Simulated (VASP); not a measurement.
# Ge (R-3m) in VASP: further runs, part 2 of 2

VASP 6.6.1. The steps go on from the part before.

### Step 5. Single point, PBEsol

This run uses another cell than the first one, of the same volume but with other edges.

INCAR

```
PREC = Accurate
ENCUT = 520
EDIFF = 1E-6
ISMEAR = 0
SIGMA = 0.15
LREAL = False
LASPH = True
NELM = 80
ALGO = Normal
ISIF = 2
LWAVE = False
LCHARG = True
GGA = PS
LELF = True
LVHAR = True
NBANDS = 21
```

KPOINTS

```
regular mesh
0
Gamma
  16 16 16
```

POSCAR

```
Ge
1.0
    1.1060840032      3.4762640100      3.4762640100
    3.4762640100      1.1060840032      3.4762640100
    3.4762640100      3.4762640100      1.1060840032
Ge
2
Direct
    0.5000000000      0.5000000000      0.5000000000
    0.7500000000      0.7500000000      0.7500000000
```

Potentials or basis: VASP PAW PBE potentials, release 64 (Ge_d).

On the command line:

```bash
cat potpaw_PBE.64/Ge_d/POTCAR > POTCAR
mpirun -np 1 vasp_std > vasp.out
```

OUTCAR:

```text
PREC = Accurate
   ENCUT = 520
   EDIFF = 1E-6
   ISMEAR = 0
   LREAL = False
   LASPH = True
   NELM = 80
   ISIF = 2
   GGA = PS

 ion  position               nearest neighbor table
   1  0.500  0.500  0.500-   2 2.26   2 2.26   2 2.26
   2  0.750  0.750  0.750-   1 2.26   1 2.26   1 2.26

  LATTYP: Found a trigonal (rhomboedric) cell.
 ALAT       =     5.0390718150
 COS(alpha) =     0.7787610620

  Lattice vectors:

[... 764 lines left out ...]
 [... further k-points ...]

------------------------ aborting loop because EDIFF is reached ----------------------------------------

  FORCE on cell =-STRESS in cart. coord.  units (eV):
  Direction    XX          YY          ZZ          XY          YZ          ZX
  --------------------------------------------------------------------------------------
  -------------------------------------------------------------------------------------
  Total        5.0443928      5.0443928      5.0443928     -2.0395849     -2.0395849     -2.0395849
  in kB      178.5239831    178.5239831    178.5239831    -72.1820926    -72.1820926    -72.1820926
  external PRESSURE =     178.5239831 kB  Pullay stress =       0.0000000 kB

 VOLUME and BASIS-vectors are now :
 -----------------------------------------------------------------------------
  energy-cutoff  :      520.00
  volume of cell :       45.27
      direct lattice vectors                 reciprocal lattice vectors
     1.106084003  3.476264010  3.476264010    -0.239908973  0.181999910  0.181999910
     3.476264010  1.106084003  3.476264010     0.181999910 -0.239908973  0.181999910
     3.476264010  3.476264010  1.106084003     0.181999910  0.181999910 -0.239908973

 POSITION                                       TOTAL-FORCE (eV/Angst)
 -----------------------------------------------------------------------------------
      4.02931      4.02931      4.02931         1.787737      1.787737      1.787737
      6.04396      6.04396      6.04396        -1.787737     -1.787737     -1.787737
 -----------------------------------------------------------------------------------
    total drift:                               -0.000000      0.000000      0.000000

  FREE ENERGIE OF THE ION-ELECTRON SYSTEM (eV)
  ---------------------------------------------------
  free  energy   TOTEN  =        -7.8353938056 eV

  energy  without entropy=       -7.8197796339  energy(sigma->0) =       -7.82758672
```

OSZICAR:

```text
N       E                     dE             d eps       ncg     rms          rms(c)
DAV:   1     0.197230618938E+03    0.19723E+03   -0.14726E+04 19694   0.366E+03
DAV:   2     0.207155492391E+02   -0.17652E+03   -0.17072E+03 17584   0.624E+02
DAV:   3    -0.717660431441E+01   -0.27892E+02   -0.27668E+02 19967   0.146E+02
DAV:   4    -0.814980674226E+01   -0.97320E+00   -0.97249E+00 20027   0.325E+01
DAV:   5    -0.816585395005E+01   -0.16047E-01   -0.16047E-01 20065   0.454E+00    0.378E+00
DAV:   6    -0.788446558024E+01    0.28139E+00   -0.25202E-01 22899   0.346E+00    0.196E+00
DAV:   7    -0.783689798704E+01    0.47568E-01   -0.13752E-01 23511   0.286E+00    0.466E-01
DAV:   8    -0.783551400149E+01    0.13840E-02   -0.15910E-02 19389   0.102E+00    0.142E-01
DAV:   9    -0.783539686593E+01    0.11714E-03   -0.13189E-03 20537   0.326E-01    0.720E-02
DAV:  10    -0.783539114605E+01    0.57199E-05   -0.97403E-05 21141   0.117E-01    0.236E-02
DAV:  11    -0.783539443911E+01   -0.32931E-05   -0.20897E-05 22719   0.324E-02    0.700E-03
DAV:  12    -0.783539380563E+01    0.63347E-06   -0.23511E-06 16953   0.219E-02
   1 F= -.78353938E+01 E0= -.78275867E+01  d E =-.156142E-01
```

stdout:

```text
POSCAR found type information on POSCAR Ge
 POSCAR found :  1 types and       2 ions
 scaLAPACK will be used
 -----------------------------------------------------------------------------
|                                                                             |
|                                                                             |
|     You enforced a specific xc type in the INCAR file but a different       |
|     I HOPE YOU KNOW WHAT YOU ARE DOING!                                     |
|                                                                             |
 -----------------------------------------------------------------------------

 LDA part: xc-table for (Slater+PW92), standard interpolation
 POSCAR, INCAR and KPOINTS ok, starting setup
 FFT: planning ... GRIDC
 FFT: planning ... GRID_SOFT
 FFT: planning ... GRID
 WAVECAR not read
 entering main loop
```

Wall time 13 min (1 thread of Intel Xeon 8259CL, shared host); peak memory 0.47 GiB.

What came out:

```
Free energy            : -7.8354 eV
Pressure               : 17.9 GPa
Largest force          : 3.096 eV/Å
Band gap on the k mesh : zero (bands 14 and 15 overlap by 3.05 eV)
```

Forces on the atoms (eV/Å):
```
Ge   1.788  1.788  1.788
Ge  -1.788 -1.788 -1.788
```

Stress tensor (GPa, compression positive):
```
17.85 -7.22 -7.22
-7.22 17.85 -7.22
-7.22 -7.22 17.85
```

Caveat: the cell stands under pressure; the PAW data sets were made with another functional, which shifts forces and pressure a little.

### Step 6. Summary

```csv
cell,gap on the mesh (eV),pressure (GPa),largest force (eV/Å)
"a = 3.591 Å, angles 82.7°, 2 atoms",none,47.3,24.80
"a = 3.813 Å, angles 67.3°, 2 atoms",none,4.3,2.76
"a = 4.281 Å, angles 52.2°, 2 atoms",none,4.2,0.96
"a = 5.039 Å, angles 38.9°, 2 atoms",none,17.9,3.10
```

Alike in all rows: task single point; level PBEsol; potentials or basis VASP PAW PBE potentials, release 64 (Ge_d); no spin polarisation; k mesh 16 × 16 × 16; cutoff (eV) 520; smearing gaussian 0.15 eV.

Caveats: the cell stands under pressure; the PAW data sets were made with another functional, which shifts forces and pressure a little; semilocal functionals underestimate gaps, so a narrow gap can read as zero (at least some runs).

Absolute energies hang on the potentials; compare differences alone.
